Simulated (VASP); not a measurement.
Write the native input for VASP 6.6.1 that does the following.

```
Task                   : single point
Functional             : r2SCAN
Potentials or basis    : VASP PAW PBE potentials, release 64 (Cu, Sb)
Cutoff                 : 520 eV
k mesh                 : 12 × 12 × 12
Occupations            : tetrahedron
Spin                   : no spin polarisation
Dipole correction      : no
Further INCAR settings : ALGO = Normal; EDIFF = 1e-06; NBANDS = 15
```

The system is CuSb.

```
Cu Sb
1.0
     0.00000    2.69127    2.69127
     2.69127    0.00000    2.69127
     2.69127    2.69127    0.00000
Cu Sb
1 1
Direct
  0.50000 0.50000 0.50000
  0.00000 0.00000 0.00000
```

The input as run:

POSCAR

```
CuSb
1.0
    0.0000000000      2.6912715293      2.6912715293
    2.6912715293      0.0000000000      2.6912715293
    2.6912715293      2.6912715293      0.0000000000
Cu Sb
1 1
Direct
    0.5000000000      0.5000000000      0.5000000000
    0.0000000000      0.0000000000      0.0000000000
```

INCAR.step1

```
PREC = Accurate ; ENCUT = 520
ISMEAR = -5 ; SIGMA = 0.1
LREAL = F ; LASPH = T
NELM = 60 ; NBANDS = 15
GGA = PE ; ALGO = Normal
EDIFF = 1E-4 ; LWAVE = T
LCHARG = F
```

INCAR.step2

```
PREC = Accurate ; ENCUT = 520
EDIFF = 1E-6 ; ISMEAR = -5
SIGMA = 0.1 ; LREAL = F
LASPH = T ; NELM = 60
ALGO = Normal ; ISIF = 2
LWAVE = F ; LCHARG = T
METAGGA = R2SCAN ; LMIXTAU = T
LELF = T ; LVHAR = T
NBANDS = 15 ; ISTART = 1
```

KPOINTS

```
Automatic mesh
0
Gamma
  12 12 12
```

Potentials or basis: VASP PAW PBE potentials, release 64 (Cu, Sb).

Command:

```bash
$ cat potpaw_PBE.64/Cu/POTCAR potpaw_PBE.64/Sb/POTCAR > POTCAR
$ cp INCAR.step1 INCAR
$ mpirun -np 1 vasp_std > vasp.out
$ cp INCAR.step2 INCAR
$ mpirun -np 1 vasp_std > vasp.out
```

It gave:

| Property | Result |
| --- | --- |
| Pressure | 0.1 GPa |
| Band gap on the k mesh | zero (band 8 reaches 10.55 eV, above the bottom of band 9 at 5.38 eV) |

Caveat: the PAW data sets were made with another functional, which shifts forces and pressure a little; spin-orbit coupling is left out, which moves the levels of the heavy elements; tetrahedron occupations give inexact forces and stress in metals.

It took 100 s on 1 thread of Intel(R) Xeon(R) Platinum 8488C (Sapphire Rapids), with other jobs on the host, peak memory 0.19 GiB.
